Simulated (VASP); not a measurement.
# In2GaP3 (I4/mmm) in VASP: a series of runs

In2GaP3 is run at these levels: PBE; tasks: single point.

Everything below comes from runs of VASP 6.6.1. Logs are shortened: lines on timing, memory, paths and dates and some standing lists are left out, and cuts for length are marked.

## 1. The cell of the first run

It takes space group I4/mmm (No. 139, tetragonal). The conventional cell has a = 3.846 Å, b = 3.846 Å, c = 16.248 Å, α = 90.00°, β = 90.00°, γ = 90.00°. Within 3.6 Å of In (site symmetry 4mm) lie 6 P at 2.70 to 2.79 Å. Ga (site symmetry 4/mmm) has 6 P at 2.63 to 2.72 Å within 3.5 Å. Within 3.6 Å of P (site symmetry 4/mmm) lie 2 In at 2.70 Å and 4 Ga at 2.72 Å. Within 3.5 Å of P (site symmetry 4mm) lie 1 Ga at 2.63 Å and 5 In at 2.72 to 2.79 Å.

## 2. Single point, PBE

The input, INCAR:

```
PREC = Accurate
ENCUT = 520
EDIFF = 1E-6
ISMEAR = 0
SIGMA = 0.1
LREAL = False
LASPH = True
NELM = 100
ALGO = Normal
ISIF = 2
LWAVE = False
LCHARG = False
GGA = PE
NBANDS = 36
```

The input, KPOINTS:

```
regular mesh
0
Gamma
  6 6 6
```

The input, POSCAR:

```
In2GaP3
1.0
   -1.9227939461      1.9227939461      8.1242230104
    1.9227939461     -1.9227939461      8.1242230104
    1.9227939461      1.9227939461     -8.1242230104
In Ga P
2 1 3
Direct
    0.8335804604      0.8335804604      0.0000000000
    0.1664195396      0.1664195396      0.0000000000
    0.5000000000      0.5000000000      0.0000000000
    0.0000000000      0.0000000000      0.0000000000
    0.6617027676      0.6617027676      0.0000000000
    0.3382972324      0.3382972324      0.0000000000
```

Potentials or basis: VASP PAW PBE potentials, release 64 (In_d, Ga_d, P).

Launch:

```console
$ cat potpaw_PBE.64/In_d/POTCAR potpaw_PBE.64/Ga_d/POTCAR potpaw_PBE.64/P/POTCAR > POTCAR
$ mpirun -np 1 vasp_std > vasp.out
```

OUTCAR:

```text
PREC = Accurate
   ENCUT = 520
   EDIFF = 1E-6
   ISMEAR = 0
   LREAL = False
   LASPH = True
   NELM = 100
   ISIF = 2
   GGA = PE

 ion  position               nearest neighbor table
   1  0.834  0.834  0.000-   4 2.70   6 2.72   6 2.72   6 2.72   6 2.72   5 2.79   2 3.84   2 3.84
                             2 3.84   2 3.84
   2  0.166  0.166  0.000-   4 2.70   5 2.72   5 2.72   5 2.72   5 2.72   6 2.79   1 3.84   1 3.84
                             1 3.84   1 3.84
   3  0.500  0.500  0.000-   5 2.63   6 2.63   4 2.72   4 2.72   4 2.72   4 2.72
   4  0.000  0.000  0.000-   1 2.70   2 2.70   3 2.72   3 2.72   3 2.72   3 2.72
   5  0.662  0.662  0.000-   3 2.63   2 2.72   2 2.72   2 2.72   2 2.72   1 2.79
   6  0.338  0.338  0.000-   3 2.63   1 2.72   1 2.72   1 2.72   1 2.72   2 2.79

  LATTYP: Found a body centered tetragonal cell.
 ALAT       =     3.8455878922
 C/A-ratio  =     4.2252176979

  Lattice vectors:

 A1 = (  -1.9227939461,   1.9227939461,   8.1242230104)
 A2 = (   1.9227939461,  -1.9227939461,   8.1242230104)
 A3 = (   1.9227939461,   1.9227939461,  -8.1242230104)

Analysis of symmetry for initial positions (statically):
=====================================================================
 Subroutine PRICEL returns:
 Original cell was already a primitive cell.

 Routine SETGRP: Setting up the symmetry group for a
 body centered tetragonal supercell.

 Subroutine GETGRP returns: Found 16 space group operations
 (whereof 16 operations were pure point group operations)
 out of a pool of 16 trial point group operations.

The static configuration has the point symmetry D_4h.

Analysis of symmetry for dynamics (positions and initial velocities):
=====================================================================
 Subroutine PRICEL returns:
 Original cell was already a primitive cell.

 Routine SETGRP: Setting up the symmetry group for a
 body centered tetragonal supercell.

 Subroutine GETGRP returns: Found 16 space group operations
 (whereof 16 operations were pure point group operations)
 out of a pool of 16 trial point group operations.

The dynamic configuration has the point symmetry D_4h.

 Subroutine INISYM returns: Found 16 space group operations
 (whereof 16 operations are pure point group operations),
 and found     1 'primitive' translations

----------------------------------------------------------------------------------------

                                     Primitive cell

  volume of cell :     120.1454

  direct lattice vectors                    reciprocal lattice vectors
    -1.922793946  1.922793946  8.124223010     0.000000000  0.260038264  0.061544347
     1.922793946 -1.922793946  8.124223010     0.260038264  0.000000000  0.061544347
     1.922793946  1.922793946 -8.124223010     0.260038264  0.260038264  0.000000000

  length of vectors
     8.567220824  8.567220824  8.567220824     0.267222015  0.267222015  0.367749640

  position of ions in fractional coordinates (direct lattice)
     0.833580460  0.833580460  0.000000000
     0.166419540  0.166419540  0.000000000
     0.500000000  0.500000000  0.000000000
     0.000000000  0.000000000  0.000000000
     0.661702768  0.661702768  0.000000000
     0.338297232  0.338297232  0.000000000

  ion indices of the primitive-cell ions
   primitive index   ion index
                 1           1
                 2           2
                 3           3
                 4           4
                 5           5
                 6           6

----------------------------------------------------------------------------------------

 KPOINTS: regular mesh

Automatic generation of k-mesh.
 Grid dimensions read from file:
 generate k-points for:    6    6    6

 Generating k-lattice:

  Cartesian coordinates                     Fractional coordinates (reciprocal lattice)
     0.000000000  0.043339711  0.010257391     0.166666667  0.000000000 -0.000000000
     0.043339711  0.000000000  0.010257391     0.000000000  0.166666667 -0.000000000
     0.043339711  0.043339711  0.000000000     0.000000000  0.000000000  0.166666667

  Length of vectors
     0.044537003  0.044537003  0.061291607

  Shift w.r.t. Gamma in fractional coordinates (k-lattice)
     0.000000000  0.000000000  0.000000000

 Subroutine IBZKPT returns following result:
 ===========================================

 Found     30 irreducible k-points:

 Following reciprocal coordinates:
            Coordinates               Weight
  0.000000  0.000000  0.000000      1.000000
  0.166667  0.000000 -0.000000      8.000000
  0.333333  0.000000 -0.000000      8.000000
  0.500000  0.000000 -0.000000      4.000000
  0.166667  0.166667 -0.000000      8.000000
  0.333333  0.166667 -0.000000     16.000000
[... 16 lines left out ...]
 -0.333333 -0.333333  0.166667      8.000000
 -0.166667 -0.333333  0.166667      8.000000
 [... further k-points ...]
   k-points           NKPTS =     30   k-points in BZ     NKDIM =     30   number of bands    NBANDS=     36
   number of dos      NEDOS =    301   number of ions     NIONS =      6
   total plane-waves  NPLWV = 262144
   dimension x,y,z NGX =    64 NGY =   64 NGZ =   64
   dimension x,y,z NGXF=   128 NGYF=  128 NGZF=  128
   ions per type =               2   1   3
   NGX,Y,Z   is equivalent  to a cutoff of  12.42, 12.42, 12.42 a.u.
   NGXF,Y,Z  is equivalent  to a cutoff of  24.84, 24.84, 24.84 a.u.
 SYSTEM =  unknown system
   PREC   = accura    normal or accurate (medium, high low for compatibility)
   ISTART =      0    job   : 0-new  1-cont  2-samecut
   ICHARG =      2    charge: 1-file 2-atom 10-const
   ISPIN  =      1    spin polarized calculation?
   LNONCOLLINEAR =      F non collinear calculations
   LSORBIT =      F    spin-orbit coupling
   LASPH  =      T    aspherical Exc in radial PAW
   ENCUT  =  520.0 eV  38.22 Ry    6.18 a.u.  15.93 15.93 15.93*2*pi/ulx,y,z
   NELM   =    100;   NELMIN=  2; NELMDL= -5     # of ELM steps
   EDIFF  = 0.1E-05   stopping-criterion for ELM
   LREAL  =      F    real-space projection
[... 7 lines left out ...]
   TEBEG  =    0.0;   TEEND  =   0.0 temperature during run
   PSTRESS=    0.0 pullay stress
   NELECT =      54.0000    total number of electrons
   NUPDOWN=      -1.0000    fix difference up-down
   EMIN   =  10.00;   EMAX   =-10.00  energy-range for DOS
   EFERMI =   0.00;   METHOD = LEGACY
   ISMEAR =     0;   SIGMA  =   0.10  broadening in eV -4-tet -1-fermi 0-gaus
   EFERMI_NEDOS =   21; number of points for ismear=-14 and -15
   IALGO  =     38    algorithm
   IMIX   =      4    mixing-type and parameters
     AMIX     =   0.40;   BMIX     =  1.00
     AMIX_MAG =   1.60;   BMIX_MAG =  1.00
  volume/ion in A,a.u.               =      20.02       135.13
  Fermi-wavevector in a.u.,A,eV,Ry     =   1.254018  2.369750 21.395981  1.572560
  Thomas-Fermi vector in A             =   2.387843
   LORBIT       =      0    0 simple, 1 ext, 2 COOP (PROOUT), +10 PAW based schemes
   GGA     = PE    functional components
   LHFCALC =     F    Hartree Fock is set to
   AEXX    =    0.0000 exact exchange contribution
   IVDW    =     0    specifies the selected vdW correction
   LEPSILON=     F    determine dielectric tensor
   LRPA    =     F    only Hartree local field effects (RPA)
 non-spin polarized calculation
 Gauss-broadening in eV      SIGMA  =   0.10
  energy-cutoff  :      520.00
  volume of cell :      120.15
 maximum number of plane-waves:      3258
   NGX = 31   NGY = 31   NGZ = 31

 number of electron      54.0000009 magnetization

 Free energy of the ion-electron system (eV)
  ---------------------------------------------------
  ext. energy  EPLUGINS =         0.00000000
  ---------------------------------------------------
  free energy    TOTEN  =       -23.98630648 eV

  energy without entropy =      -23.96450182  energy(sigma->0) =      -23.97540415

 E-fermi :   6.7696     XC(G=0): -10.5312

 val. band max:        6.7273384836   @ k =  -0.1667   0.5000   0.1667
 cond. band min:       6.7726968601   @ k =  -0.1667   0.3333   0.1667
 fundamental gap:      0.0453583765
 Fermi energy:         6.7696386987

 k-point     1 :       0.0000    0.0000    0.0000
  band No.  band energies     occupation
      1      -7.8587      2.00000
      2      -7.7787      2.00000
      3      -7.7755      2.00000
      4      -7.7476      2.00000
      5      -7.7476      2.00000
      6      -7.7399      2.00000
[... 28 lines left out ...]
     35      13.9217      0.00000
     36      14.7550      0.00000

 k-point     2 :       0.1667    0.0000   -0.0000
  band No.  band energies     occupation
      1      -7.8489      2.00000
      2      -7.7813      2.00000
      3      -7.7730      2.00000
      4      -7.7511      2.00000
      5      -7.7473      2.00000
      6      -7.6998      2.00000
[... 28 lines left out ...]
     35      13.0906      0.00000
     36      13.4527      0.00000

 k-point     3 :       0.3333    0.0000   -0.0000
  band No.  band energies     occupation
      1      -7.8285      2.00000
      2      -7.7930      2.00000
      3      -7.7607      2.00000
      4      -7.7578      2.00000
      5      -7.7473      2.00000
      6      -7.6271      2.00000
[... 28 lines left out ...]
     35      12.1444      0.00000
     36      12.1950      0.00000

 k-point     4 :       0.5000    0.0000   -0.0000
  band No.  band energies     occupation
      1      -7.8186      2.00000
      2      -7.7988      2.00000
      3      -7.7613      2.00000
      4      -7.7540      2.00000
      5      -7.7478      2.00000
      6      -7.5873      2.00000
[... 28 lines left out ...]
     35      10.9952      0.00000
     36      11.6130      0.00000

 k-point     5 :       0.1667    0.1667   -0.0000
  band No.  band energies     occupation
      1      -7.8452      2.00000
      2      -7.7904      2.00000
      3      -7.7673      2.00000
      4      -7.7511      2.00000
      5      -7.7509      2.00000
      6      -7.6726      2.00000
[... 655 lines left out ...]
 k-point    22 :      -0.1667    0.5000    0.1667
  band No.  band energies     occupation
      1      -7.8328      2.00000
      2      -7.7931      2.00000
      3      -7.7609      2.00000
      4      -7.7580      2.00000
      5      -7.7476      2.00000
      6      -7.6317      2.00000
[... 28 lines left out ...]
     35      12.1401      0.00000
     36      12.5815      0.00000

 k-point    23 :      -0.3333   -0.3333    0.1667
  band No.  band energies     occupation
      1      -7.8553      2.00000
      2      -7.7902      2.00000
      3      -7.7673      2.00000
      4      -7.7510      2.00000
      5      -7.7508      2.00000
      6      -7.6657      2.00000
[... 28 lines left out ...]
     35      12.5917      0.00000
     36      12.6382      0.00000

 k-point    24 :      -0.1667   -0.3333    0.1667
  band No.  band energies     occupation
      1      -7.8604      2.00000
      2      -7.7814      2.00000
      3      -7.7730      2.00000
      4      -7.7510      2.00000
      5      -7.7474      2.00000
      6      -7.6893      2.00000
[... 28 lines left out ...]
     35      12.6461      0.00000
     36      13.0584      0.00000

 [... further k-points ...]

------------------------ aborting loop because EDIFF is reached ----------------------------------------

  FORCE on cell =-STRESS in cart. coord.  units (eV):
  Direction    XX          YY          ZZ          XY          YZ          ZX
  --------------------------------------------------------------------------------------
  -------------------------------------------------------------------------------------
  Total       -0.0019288     -0.0019288     -0.1850473      0.0000000     -0.0000000      0.0000000
  in kB       -0.0257207     -0.0257207     -2.4676645      0.0000000     -0.0000000      0.0000000
  external PRESSURE =      -0.8397020 kB  Pullay stress =       0.0000000 kB

 VOLUME and BASIS-vectors are now :
 -----------------------------------------------------------------------------
  energy-cutoff  :      520.00
  volume of cell :      120.15
      direct lattice vectors                 reciprocal lattice vectors
    -1.922793946  1.922793946  8.124223010     0.000000000  0.260038264  0.061544347
     1.922793946 -1.922793946  8.124223010     0.260038264  0.000000000  0.061544347
     1.922793946  1.922793946 -8.124223010     0.260038264  0.260038264  0.000000000

 POSITION                                       TOTAL-FORCE (eV/Angst)
 -----------------------------------------------------------------------------------
      0.00000      0.00000     13.54439         0.000000      0.000000      0.003707
      0.00000      0.00000      2.70406         0.000000      0.000000     -0.003707
      0.00000      0.00000      8.12422        -0.000000     -0.000000      0.000000
      0.00000      0.00000      0.00000        -0.000000     -0.000000      0.000000
      0.00000      0.00000     10.75164         0.000000      0.000000     -0.014556
      0.00000      0.00000      5.49680        -0.000000     -0.000000      0.014556
 -----------------------------------------------------------------------------------
    total drift:                                0.000000      0.000000     -0.000000

  FREE ENERGIE OF THE ION-ELECTRON SYSTEM (eV)
  ---------------------------------------------------
  free  energy   TOTEN  =       -23.9863064807 eV

  energy  without entropy=      -23.9645018229  energy(sigma->0) =      -23.97540415
```

Run time: 3.9 min. Hardware: 1 thread of AMD EPYC 9R45 (Zen 5), shared host; peak memory 0.57 GiB.

Results:

| Item | Value |
| --- | --- |
| Free energy | -23.9863 eV |
| Pressure | -0.1 GPa |
| Largest force | 0.015 eV/Å |
| Band gap on the k mesh | zero (bands 27 and 28 overlap by 2.76 eV) |

Forces on the atoms (eV/Å):
```
In   0.000  0.000  0.004
In   0.000  0.000 -0.004
Ga   0.000  0.000  0.000
P    0.000  0.000  0.000
P    0.000  0.000 -0.015
P    0.000  0.000  0.015
```

Levels at points of the mesh, in eV from the Fermi level:
```csv
k point,band 25,band 26,band 27,band 28,band 29,band 30
"(0.00, 0.00, 0.00)",-1.28,-1.04,-0.18,-0.18,-0.07,0.79
"(0.50, 0.00, 0.00)",-0.08,0.15,0.15,2.16,2.36,2.72
"(0.50, 0.50, 0.00)",-3.14,-2.65,-2.43,-2.35,0.97,1.04
"(0.50, 0.50, 0.50)",-1.04,-1.04,-0.71,-0.71,2.45,3.20
```

Caveat: spin-orbit coupling is left out, which moves the levels of the heavy elements.

## 3. Single point, PBE

This run uses another cell than the first one, of 21.61 Å³/atom.

The input, INCAR:

```
SYSTEM = In2GaP3
ALGO = Normal
EDIFF = 1E-7
ENCUT = 520
GGA = PE
ISIF = 2
ISMEAR = 0
LASPH = .TRUE.
LCHARG = .TRUE.
LELF = .TRUE.
LREAL = .FALSE.
LVHAR = .TRUE.
LWAVE = .FALSE.
NBANDS = 36
NELM = 60
PREC = Accurate
SIGMA = 0.1
```

The input, KPOINTS:

```
k-points
0
G
  6 6 6
  0 0 0
```

The input, POSCAR:

```
In2GaP3
1.0
   -1.9695861200      1.9695861200      8.3562462300
    1.9695861200     -1.9695861200      8.3562462300
    1.9695861200      1.9695861200     -8.3562462300
In Ga P
2 1 3
Direct
    0.8333333300      0.8333333300      0.0000000000
    0.1666666700      0.1666666700      0.0000000000
    0.5000000000      0.5000000000      0.0000000000
    0.0000000000      0.0000000000      0.0000000000
    0.6666666700      0.6666666700      0.0000000000
    0.3333333300      0.3333333300      0.0000000000
```

Potentials or basis: VASP PAW PBE potentials, release 64 (In_d, Ga_d, P).

Launch:

```console
$ cat potpaw_PBE.64/In_d/POTCAR potpaw_PBE.64/Ga_d/POTCAR potpaw_PBE.64/P/POTCAR > POTCAR
$ mpirun -np 1 vasp_std > vasp.out
```

OUTCAR:

```text
SYSTEM = In2GaP3
   EDIFF = 1E-7
   ENCUT = 520
   GGA = PE
   ISIF = 2
   ISMEAR = 0
   LASPH = .TRUE.
   LREAL = .FALSE.
   NELM = 60
   PREC = Accurate

 ion  position               nearest neighbor table
   1  0.833  0.833  0.000-   5 2.79   6 2.79   6 2.79   6 2.79   6 2.79   4 2.79   2 3.94   2 3.94
                             2 3.94   2 3.94
   2  0.167  0.167  0.000-   6 2.79   5 2.79   5 2.79   5 2.79   5 2.79   4 2.79   1 3.94   1 3.94
                             1 3.94   1 3.94
   3  0.500  0.500  0.000-   4 2.79   4 2.79   4 2.79   4 2.79   6 2.79   5 2.79
   4  0.000  0.000  0.000-   3 2.79   3 2.79   3 2.79   3 2.79   2 2.79   1 2.79
   5  0.667  0.667  0.000-   1 2.79   2 2.79   2 2.79   2 2.79   2 2.79   3 2.79
[... 1146 lines left out ...]
  Total       -3.8139094     -3.8139094     -3.9466750      0.0000000      0.0000000      0.0000000
  in kB      -47.1259140    -47.1259140    -48.7664091      0.0000000      0.0000000      0.0000000
  external PRESSURE =     -47.6727457 kB  Pullay stress =       0.0000000 kB

 VOLUME and BASIS-vectors are now :
 -----------------------------------------------------------------------------
  energy-cutoff  :      520.00
  volume of cell :      129.66
      direct lattice vectors                 reciprocal lattice vectors
    -1.969586120  1.969586120  8.356246230     0.000000000  0.253860440  0.059835480
     1.969586120 -1.969586120  8.356246230     0.253860440  0.000000000  0.059835480
     1.969586120  1.969586120 -8.356246230     0.253860440  0.253860440  0.000000000

 POSITION                                       TOTAL-FORCE (eV/Angst)
 -----------------------------------------------------------------------------------
      0.00000      0.00000     13.92708         0.000000      0.000000      0.122508
      0.00000      0.00000      2.78542         0.000000      0.000000     -0.122508
      0.00000      0.00000      8.35625         0.000000      0.000000      0.000000
      0.00000      0.00000      0.00000         0.000000      0.000000      0.000000
      0.00000      0.00000     11.14166        -0.000000     -0.000000     -0.289782
      0.00000      0.00000      5.57083        -0.000000     -0.000000      0.289782
 -----------------------------------------------------------------------------------
    total drift:                                0.000000     -0.000000     -0.000000

  FREE ENERGIE OF THE ION-ELECTRON SYSTEM (eV)
  ---------------------------------------------------
  free  energy   TOTEN  =       -23.8047872308 eV

  energy  without entropy=      -23.7818578491  energy(sigma->0) =      -23.79332254
```

OSZICAR:

```text
N       E                     dE             d eps       ncg     rms          rms(c)
DAV:   1     0.475169867296E+03    0.47517E+03   -0.24890E+04  2176   0.195E+03
DAV:   2     0.396240839900E+02   -0.43555E+03   -0.42360E+03  2208   0.480E+02
DAV:   3    -0.209693388337E+02   -0.60593E+02   -0.59277E+02  2552   0.172E+02
[... 13 lines left out ...]
DAV:  17    -0.238047869369E+02    0.24687E-05   -0.21496E-05  3008   0.244E-02    0.109E-02
DAV:  18    -0.238047872370E+02   -0.30007E-06   -0.13617E-06  2628   0.500E-03    0.695E-03
DAV:  19    -0.238047874752E+02   -0.23818E-06   -0.18887E-07  1828   0.325E-03    0.554E-03
DAV:  20    -0.238047873047E+02    0.17049E-06   -0.10447E-07  1540   0.219E-03    0.369E-03
DAV:  21    -0.238047872308E+02    0.73891E-07   -0.57861E-08  1368   0.159E-03
   1 F= -.23804787E+02 E0= -.23793323E+02  d E =-.229294E-01
```

Run time: 8.2 min. Hardware: 1 thread of AMD EPYC 9R45 (Zen 5), shared host; peak memory 0.71 GiB.

What came out:

```
Free energy            : -23.8048 eV
Pressure               : -4.8 GPa
Largest force          : 0.290 eV/Å
Band gap on the k mesh : zero (bands 27 and 28 overlap by 2.53 eV)
```

Forces on the atoms (eV/Å):
```
In   0.000  0.000  0.123
In   0.000  0.000 -0.123
Ga   0.000  0.000  0.000
P    0.000  0.000  0.000
P    0.000  0.000 -0.290
P    0.000  0.000  0.290
```

Levels at points of the mesh, in eV from the Fermi level:
```tsv
k point	band 23	band 24	band 25	band 26	band 27	band 28	band 29	band 30	band 31	band 32
(0.00, 0.00, 0.00)	-1.69	-1.69	-1.42	-0.82	-0.19	-0.19	-0.18	0.18	4.37	4.37
(0.50, 0.00, 0.00)	-1.95	-0.07	-0.05	0.13	0.13	2.02	2.39	2.57	3.21	3.29
(0.50, 0.50, 0.00)	-4.12	-3.11	-2.94	-2.79	-2.18	-2.17	0.69	1.01	3.92	5.37
(0.50, 0.50, 0.50)	-2.19	-2.19	-0.86	-0.86	-0.72	-0.72	2.15	2.69	3.92	4.23
```

Caveat: the cell stands under tension; spin-orbit coupling is left out, which moves the levels of the heavy elements.

The gap in the log of VASP goes by the Fermi energy; the results here count the filled bands.